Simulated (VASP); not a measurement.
## O: electric field gradients with HSE06+D3(BJ)

Crystal: O.

```
O
1.0
     1.67495    0.96703    3.73200
    -1.67495    0.96703    3.73200
     0.00000   -1.93406    3.73200
O
2
Cartesian
  0.0000 0.0000 0.6115
  0.0000 0.0000 10.5845
```

```
Program                            : VASP 6.6.1
Task                               : electric field gradients
Functional                         : HSE06
Dispersion                         : D3(BJ)
Potentials or basis                : VASP PAW PBE potentials, release 64 (O)
Cutoff                             : 520 eV
k mesh                             : 5 × 5 × 5
Occupations                        : fermi-dirac, width 0.05 eV
Spin                               : no spin polarisation
Dipole correction                  : no
Grid for exact exchange (PRECFOCK) : Normal
Further INCAR settings             : ALGO = Normal; EDIFF = 1e-08; NBANDS = 13
Share of exact exchange            : 0.25
Screening parameter                : 0.2079 1/Å
```

| Item | Value |
| --- | --- |
| Pressure | -5.8 GPa |
| Largest force | 1.028 eV/Å |
| Band gap on the k mesh | zero (bands 6 and 7 overlap by 0.74 eV) |
| Largest electric field gradient by atom | O +128.7 V/Å² |
| Dispersion energy per atom | -0.038 eV |

Forces in eV/Å, atoms in the order of the input:
```
O    0.000  0.000 -1.028
O    0.000  0.000  1.028
```

Stress tensor (GPa, compression positive):
```
-5.21  0.00  0.00
 0.00 -5.21  0.00
 0.00  0.00 -6.86
```

Levels at points of the mesh, in eV from the Fermi level:
```tsv
k point	band 4	band 5	band 6	band 7	band 8	band 9
(0.00, 0.00, 0.00)	-7.55	-7.55	0.35	0.35	7.16	12.07
```

Electric field gradients, principal values (V/Å²):
| atom | least | middle | greatest (by size) |
| --- | --- | --- | --- |
| 1 O | -64.338 | -64.338 | 128.676 |
| 2 O | -64.338 | -64.338 | 128.676 |

It took 16 min on 1 thread of AMD EPYC 9R45 96-Core Processor (Zen 5) (shared host), peak memory 0.24 GiB.

Caveat: the k points lie up to 0.45 Å⁻¹ apart, too coarse for converged energies and pressures of a metal; the standard files for N, O and F lose accuracy on very short bonds; spin is off for a triplet molecule; without QUAD_EFG the Cq values of the log hold for a quadrupole moment of 1 mb, not for the nuclei; the PAW data sets were made with another functional, which shifts forces and pressure a little.
